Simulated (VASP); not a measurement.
Write the native input for VASP 6.6.1 that does the following.

| Item | Value |
| --- | --- |
| Task | single point |
| Functional | LDA |
| Potentials or basis | VASP PAW LDA potentials, release 64 (Al, N) |
| Cutoff | 520 eV |
| k mesh | 8 × 6 × 4 |
| Occupations | gaussian, width 0.05 eV |
| Spin | no spin polarisation |
| Dipole correction | no |
| Further INCAR settings | ALGO = Normal; EDIFF = 1e-06; NBANDS = 26 |

The structure of AlN lies in POSCAR:

```
AlN
1.0
   -1.6378403119      2.8368226349      0.0000000000
    0.0000000000      0.0000000000      4.1006264518
    4.9135209358      2.8368226349      0.0000000000
Al N
4 4
Direct
    0.7585526025      0.7500000000      0.1266684399
    1.0000000000      0.7500000000      0.6666666667
    0.0000000000      0.2500000000      0.3333333333
    0.5000000000      0.2500000000      0.8333333333
    0.5000000000      0.2500000000      0.1666666667
    1.0000000000      0.2500000000      0.6666666667
    0.0000000000      0.7500000000      0.3333333333
    0.5000000000      0.7500000000      0.8333333333
```

This cell differs from its parent crystal: atom 1 (Al) moved by -0.620 Å along [1 0 0] and +0.620 Å along [1 2 0].

The input as run:

INCAR

```
SYSTEM = AlN
ALGO = Normal
EDIFF = 1E-6
ENCUT = 520
GGA = CA
ISIF = 2
ISMEAR = 0
LASPH = .True.
LCHARG = .False.
LREAL = .False.
LWAVE = .False.
NBANDS = 26
NELM = 100
PREC = Accurate
SIGMA = 0.05
```

KPOINTS

```
k-points
0
Gamma
  8 6 4
  0 0 0
```

Potentials or basis: VASP PAW LDA potentials, release 64 (Al, N).

The run is started by

```console
$ cat potpaw_LDA.64/Al/POTCAR potpaw_LDA.64/N/POTCAR > POTCAR
$ mpirun -np 1 vasp_std > vasp.out
```

Results of the run:

* Pressure: 21.1 GPa
* Largest force: 20.715 eV/Å
* Band gap on the k mesh: 1.93 eV

Caveat: the cell differs from its parent crystal (atom 1 (Al) moved by -0.620 Å along [1 0 0] and +0.620 Å along [1 2 0]); the cell stands under pressure; forces of over 1 eV/Å act on the atoms, so gaps and moduli don't describe the material at rest.

It took 2.3 min on 1 thread of Intel Xeon 8259CL, on a shared host, peak memory 0.22 GiB.
